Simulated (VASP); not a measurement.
# GaB2As3 (P-3m1) in VASP: further runs, part 2 of 2

VASP 6.6.1. Earlier steps stand in the parts before.

**4. Single point, PBE**

This run uses another cell than the first one, of 16.69 Å³/atom, 0.994 times its volume.

The input, INCAR:

```
PREC = Accurate
ENCUT = 520
EDIFF = 1E-6
ISMEAR = 0
SIGMA = 0.1
LREAL = F
LASPH = T
NELM = 80
ALGO = Normal
ISIF = 2
LWAVE = F
LCHARG = F
GGA = PE
NBANDS = 26
```

The input, KPOINTS:

```
Automatic mesh
0
Gamma
  12 12 6
```

The input, POSCAR:

```
GaB2As3
1.0
    4.2980140099      0.0000000000      0.0000000000
   -2.1490070050      3.7221893183      0.0000000000
    0.0000000000      0.0000000000      6.2583211336
Ga B As
1 2 3
Direct
    0.0000000000      0.0000000000      0.0000000000
    0.6666666667      0.3333333333      0.3658210059
    0.3333333333      0.6666666667      0.6341789941
    0.0000000000      0.0000000000      0.5000000000
    0.6666666667      0.3333333333      0.7117132579
    0.3333333333      0.6666666667      0.2882867421
```

Potentials or basis: VASP PAW PBE potentials, release 64 (Ga_d, B, As).

On the command line:

```bash
> cat potpaw_PBE.64/Ga_d/POTCAR potpaw_PBE.64/B/POTCAR potpaw_PBE.64/As/POTCAR > POTCAR
> mpirun -np 1 vasp_std > vasp.out
```

OUTCAR:

```text
PREC = Accurate
   ENCUT = 520
   EDIFF = 1E-6
   ISMEAR = 0
   LREAL = F
   LASPH = T
   NELM = 80
   ISIF = 2
   GGA = PE

 ion  position               nearest neighbor table
   1  0.000  0.000  0.000-
   2  0.667  0.333  0.366-   5 2.16   6 2.53   6 2.53   6 2.53
   3  0.333  0.667  0.634-   6 2.16   5 2.53   5 2.53   5 2.53
   4  0.000  0.000  0.500-   5 2.81   6 2.81   6 2.81   5 2.81   5 2.81   6 2.81
   5  0.667  0.333  0.712-   2 2.16   3 2.53   3 2.53   3 2.53   4 2.81   4 2.81   4 2.81
   6  0.333  0.667  0.288-   3 2.16   2 2.53   2 2.53   2 2.53   4 2.81   4 2.81   4 2.81

  LATTYP: Found a hexagonal cell.
 ALAT       =     4.2980140099
 C/A-ratio  =     1.4560960293

  Lattice vectors:

 A1 = (   4.2980140099,   0.0000000000,   0.0000000000)
 A2 = (  -2.1490070050,   3.7221893183,   0.0000000000)
 A3 = (   0.0000000000,   0.0000000000,   6.2583211336)

Analysis of symmetry for initial positions (statically):
=====================================================================
 Subroutine PRICEL returns:
 Original cell was already a primitive cell.
[... 181 lines left out ...]
 cond. band min:       5.6749238476   @ k =   0.3333   0.2500   0.1667
 fundamental gap:      0.0349140545
 Fermi energy:         5.6436699905

 k-point     1 :       0.0000    0.0000    0.0000
  band No.  band energies     occupation
      1      -9.8072      2.00000
      2      -9.5089      2.00000
      3      -9.5089      2.00000
      4      -9.4932      2.00000
      5      -9.4932      2.00000
      6      -9.4520      2.00000
[... 685 lines left out ...]
     25      10.3785      0.00000
     26      11.3896      0.00000

 [... further k-points ...]

------------------------ aborting loop because EDIFF is reached ----------------------------------------

  FORCE on cell =-STRESS in cart. coord.  units (eV):
  Direction    XX          YY          ZZ          XY          YZ          ZX
  --------------------------------------------------------------------------------------
  -------------------------------------------------------------------------------------
  Total        0.0792413      0.0792413      0.1882319     -0.0000000      0.0000000     -0.0000000
  in kB        1.2680556      1.2680556      3.0121716     -0.0000000      0.0000000     -0.0000000
  external PRESSURE =       1.8494276 kB  Pullay stress =       0.0000000 kB

 VOLUME and BASIS-vectors are now :
 -----------------------------------------------------------------------------
  energy-cutoff  :      520.00
  volume of cell :      100.12
      direct lattice vectors                 reciprocal lattice vectors
     4.298014010  0.000000000  0.000000000     0.232665598  0.134329546  0.000000000
    -2.149007005  3.722189318  0.000000000     0.000000000  0.268659091  0.000000000
     0.000000000  0.000000000  6.258321134     0.000000000  0.000000000  0.159787262

 POSITION                                       TOTAL-FORCE (eV/Angst)
 -----------------------------------------------------------------------------------
      0.00000      0.00000      0.00000         0.000000      0.000000      0.000000
      2.14901      1.24073      2.28943         0.000000      0.000000     -0.033531
     -0.00000      2.48146      3.96890        -0.000000     -0.000000      0.033531
      0.00000      0.00000      3.12916         0.000000      0.000000      0.000000
      2.14901      1.24073      4.45413        -0.000000      0.000000      0.040539
     -0.00000      2.48146      1.80419         0.000000     -0.000000     -0.040539
 -----------------------------------------------------------------------------------
    total drift:                                0.000000      0.000000      0.000000

  FREE ENERGIE OF THE ION-ELECTRON SYSTEM (eV)
  ---------------------------------------------------
  free  energy   TOTEN  =       -24.5780362984 eV

  energy  without entropy=      -24.5642895557  energy(sigma->0) =      -24.57116293
```

OSZICAR:

```text
N       E                     dE             d eps       ncg     rms          rms(c)
DAV:   1     0.203922662095E+03    0.20392E+03   -0.14810E+04  5494   0.148E+03
DAV:   2     0.442271227315E+00   -0.20348E+03   -0.18935E+03  5692   0.351E+02
DAV:   3    -0.243105735717E+02   -0.24753E+02   -0.23666E+02  6592   0.966E+01
DAV:   4    -0.252458063344E+02   -0.93523E+00   -0.92276E+00  6252   0.180E+01
DAV:   5    -0.252670060077E+02   -0.21200E-01   -0.21128E-01  7066   0.256E+00    0.568E+00
DAV:   6    -0.245773069553E+02    0.68970E+00   -0.16642E+00  6984   0.907E+00    0.272E+00
DAV:   7    -0.245845290006E+02   -0.72220E-02   -0.28621E-01  6074   0.233E+00    0.155E+00
DAV:   8    -0.245797248109E+02    0.48042E-02   -0.39385E-02  6726   0.114E+00    0.226E-01
DAV:   9    -0.245780013653E+02    0.17234E-02   -0.64886E-03  6778   0.413E-01    0.761E-02
DAV:  10    -0.245780241426E+02   -0.22777E-04   -0.15480E-03  6142   0.169E-01    0.329E-02
DAV:  11    -0.245780338573E+02   -0.97147E-05   -0.11838E-04  6344   0.673E-02    0.161E-02
DAV:  12    -0.245780358388E+02   -0.19815E-05   -0.12999E-05  6704   0.207E-02    0.418E-03
DAV:  13    -0.245780362984E+02   -0.45963E-06   -0.19079E-06  4604   0.820E-03
   1 F= -.24578036E+02 E0= -.24571163E+02  d E =-.137467E-01
```

stdout:

```text
POSCAR found type information on POSCAR GaB As
 POSCAR found :  3 types and       6 ions
 scaLAPACK will be used
 LDA part: xc-table for (Slater+PW92), standard interpolation
 POSCAR, INCAR and KPOINTS ok, starting setup
 FFT: planning ... GRIDC
 FFT: planning ... GRID_SOFT
 FFT: planning ... GRID
 WAVECAR not read
 entering main loop
```

It took 2.8 min on 1 thread of Intel Xeon Platinum 8488C (Sapphire Rapids), shared host; peak memory 0.38 GiB.

Results:

```
Free energy            : -24.5780 eV
Pressure               : 0.2 GPa
Largest force          : 0.041 eV/Å
Band gap on the k mesh : zero (band 17 reaches 6.79 eV, above the bottom of band 18 at 4.13 eV)
```

Forces in eV/Å, atoms in the order of the input:
```
Ga   0.000  0.000  0.000
B    0.000  0.000 -0.034
B    0.000  0.000  0.034
As   0.000  0.000  0.000
As   0.000  0.000  0.041
As   0.000  0.000 -0.041
```

Stress tensor (GPa, compression positive):
```
0.13 0.00 0.00
0.00 0.13 0.00
0.00 0.00 0.30
```

**5. Relaxation of cell and atoms, PBE**

This run uses another cell than the first one, of 19.71 Å³/atom, 1.173 times its volume.

The input, INCAR:

```
ALGO = Normal
EDIFF = 1E-6
EDIFFG = -0.04
ENCUT = 600
GGA = PE
IBRION = 2
ISIF = 3
ISMEAR = 0
LASPH = True
LCHARG = False
LREAL = False
LWAVE = False
NELM = 100
NSW = 90
PREC = Accurate
SIGMA = 0.1
```

The input, KPOINTS:

```
k-points
0
Gamma
  6 6 4
```

The input, POSCAR:

```
GaB2As3
1.0
    4.4245132000      0.0000000000      0.0000000000
   -2.2122566000      3.8317408300      0.0000000000
    0.0000000000      0.0000000000      6.9744849700
Ga B As
1 2 3
Direct
    0.0000000000      0.0000000000      0.0000000000
    0.6666666700      0.3333333300      0.2483411600
    0.3333333300      0.6666666700      0.7516588400
    0.0000000000      0.0000000000      0.5000000000
    0.6666666700      0.3333333300      0.6493157700
    0.3333333300      0.6666666700      0.3506842300
```

On the command line:

```bash
> cat potpaw_PBE.64/Ga_d/POTCAR potpaw_PBE.64/B/POTCAR potpaw_PBE.64/As/POTCAR > POTCAR
> mpirun -np 1 vasp_std > vasp.out
```

Wall time 15 min (1 thread of Intel Xeon Platinum 8488C (Sapphire Rapids), shared host); peak memory 0.31 GiB.

The run converged. Its results:

```
Free energy                            : -24.5834 eV
Relaxed volume                         : 16.80 Å³/atom
Relaxed cell                           : a = 4.315 Å, b = 4.315 Å, c = 6.250 Å, α = 90.00°, β = 90.00°, γ = 120.00°
Space group after relaxing (to 0.05 Å) : P-3m1 (No. 164)
Energy gained by relaxing              : 325.8 meV/atom
Ionic steps                            : 27
Pressure after relaxing                : -0.1 GPa
Largest force after relaxing           : 0.036 eV/Å
Band gap on the k mesh                 : zero (band 17 reaches 6.32 eV, above the bottom of band 18 at 4.26 eV)
```

Forces in eV/Å, atoms in the order of the input:
```
Ga   0.000  0.000  0.000
B    0.000  0.000  0.036
B    0.000  0.000 -0.036
As   0.000  0.000  0.000
As   0.000  0.000  0.016
As   0.000  0.000 -0.016
```

Stress tensor (GPa, compression positive):
```
 0.04  0.00  0.00
 0.00  0.04  0.00
 0.00  0.00 -0.36
```

The path:
```tsv
step	energy change (eV)	largest force (eV/Å)	pressure (GPa)	volume (Å³)
1	0.0000	0.8173	-6.85	118.24
2	-0.4702	0.9482	-1.23	104.41
3	-0.5047	1.1919	1.64	100.04
4	-0.8064	0.9123	2.05	97.19
5	-1.3141	0.6650	6.52	88.38
6	-1.5288	0.5641	-2.19	95.99
7	-1.5324	0.5500	-1.35	95.07
8	-1.5913	0.5565	-1.16	94.89
9	-1.7449	0.5861	-0.49	94.38
10	-1.7692	0.6126	0.22	93.36
11	-1.7996	0.6266	-0.03	93.72
12	-1.7922	0.6743	3.18	93.31
13	-1.8311	0.1643	1.39	93.52
14	-1.8783	0.3515	-0.84	97.80
15	-1.8789	0.3763	-1.09	98.32
16	-1.9028	0.4147	1.10	98.07
17	-1.9038	0.3649	0.72	98.11
18	-1.9311	0.2148	-0.05	100.20
19	-1.9351	0.2471	-0.35	101.14
20	-1.9416	0.2909	0.47	101.80
21	-1.9465	0.1576	0.16	101.54
22	-1.9505	0.0380	-0.62	102.18
23	-1.9505	0.0427	-0.56	102.16
24	-1.9538	0.0826	-0.08	101.18
25	-1.9540	0.0962	0.00	100.99
26	-1.9547	0.0428	-0.09	100.75
27	-1.9547	0.0358	-0.10	100.78
```

Final structure:
```yaml
crystal:
  lattice:
    - [4.31492, 0.00000, 0.00000]
    - [-2.15746, 3.73683, 0.00000]
    - [0.00000, 0.00000, 6.25013]
  atoms:
    - { symbol: Ga, position: [0.00000, 0.00000, 0.00000] }
    - { symbol: B, position: [0.66667, 0.33333, 0.36357] }
    - { symbol: B, position: [0.33333, 0.66667, 0.63643] }
    - { symbol: As, position: [0.00000, 0.00000, 0.50000] }
    - { symbol: As, position: [0.66667, 0.33333, 0.71121] }
    - { symbol: As, position: [0.33333, 0.66667, 0.28879] }
```

Levels at points of the mesh, in eV from the Fermi level:
```csv
k point,band 14,band 15,band 16,band 17,band 18,band 19,band 20,band 21
"(0.00, 0.00, 0.00)",-4.00,-2.04,-1.15,-1.15,-1.14,-0.26,0.35,1.68
"(0.50, 0.00, 0.00)",-2.45,-2.35,-1.52,0.65,1.12,1.57,2.97,3.22
"(0.00, 0.00, 0.50)",-3.91,-3.91,-1.48,-1.36,-1.36,-1.26,0.44,0.44
"(0.50, 0.00, 0.50)",-2.98,-2.56,-1.23,-0.36,1.60,1.60,2.33,2.36
```

**6. Summary**

```tsv
task	cell	k mesh	cutoff (eV)	gap on the mesh (eV)	pressure (GPa)	largest force (eV/Å)
single point	a = 4.318, b = 4.318, c = 6.242 Å, angles 90.0, 90.0, 120.0°, 6 atoms	6 × 6 × 4	520	none	0.0	0.06
single point	a = 4.425, b = 4.425, c = 6.974 Å, angles 90.0, 90.0, 120.0°, 6 atoms	6 × 6 × 4	520	none	-6.8	0.82
single point	a = 4.298, b = 4.298, c = 6.258 Å, angles 90.0, 90.0, 120.0°, 6 atoms	12 × 12 × 6	520	none	0.2	0.04
relaxation of cell and atoms	relaxed from a = 4.425, b = 4.425, c = 6.974 Å, angles 90.0, 90.0, 120.0°, 6 atoms	6 × 6 × 4	600	none	-0.1	0.04
```

Alike in all rows: level PBE; potentials or basis VASP PAW PBE potentials, release 64 (Ga_d, B, As); no spin polarisation; smearing gaussian 0.1 eV.

Absolute energies hang on the potentials; compare differences alone.
